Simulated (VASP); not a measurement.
A run of VASP 6.6.1 is set up as follows.

The input INCAR:

```
PREC     = Accurate       # precision mode
ENCUT    = 520            # plane-wave cutoff, eV
EDIFF    = 1E-6           # SCF threshold, eV
ISMEAR   = -1             # smearing method
SIGMA    = 0.15           # smearing width, eV
LREAL    = F              # projectors in reciprocal space
LASPH    = T              # aspherical terms in the spheres
NELM     = 60             # most SCF steps
ALGO     = Normal         # electronic algorithm
ISIF     = 2              # what is computed and relaxed
LWAVE    = F              # write WAVECAR
LCHARG   = F              # write CHGCAR
GGA      = PE             # functional
NBANDS   = 16             # bands
```

File KPOINTS:

```
regular mesh
0
Gamma
  11 11 10
```

Contents of POSCAR:

```
WC
1.0
    2.9447478072      0.0000000000      0.0000000000
   -1.4723739036      2.5502235354      0.0000000000
    0.0000000000      0.0000000000      2.8739279649
W C
1 1
Direct
    0.0000000000      0.0000000000      0.0000000000
    0.6666666667      0.3333333333      0.5000000000
```

Potentials or basis: VASP PAW PBE potentials, release 64 (W_sv, C).

Launch:

```console
$ cat potpaw_PBE.64/W_sv/POTCAR potpaw_PBE.64/C/POTCAR > POTCAR
$ mpirun -np 1 vasp_std > vasp.out
```

What does it give for the pressure?

-8.2 GPa.

What does it give for the band gap on the k mesh?

Zero (band 9 reaches 11.16 eV, above the bottom of band 10 at 9.99 eV).

Stress tensor (GPa, compression positive):
```
 -7.28   0.00   0.00
  0.00  -7.28   0.00
  0.00   0.00 -10.14
```

Caveat: spin-orbit coupling is left out, which moves the levels of the heavy elements.
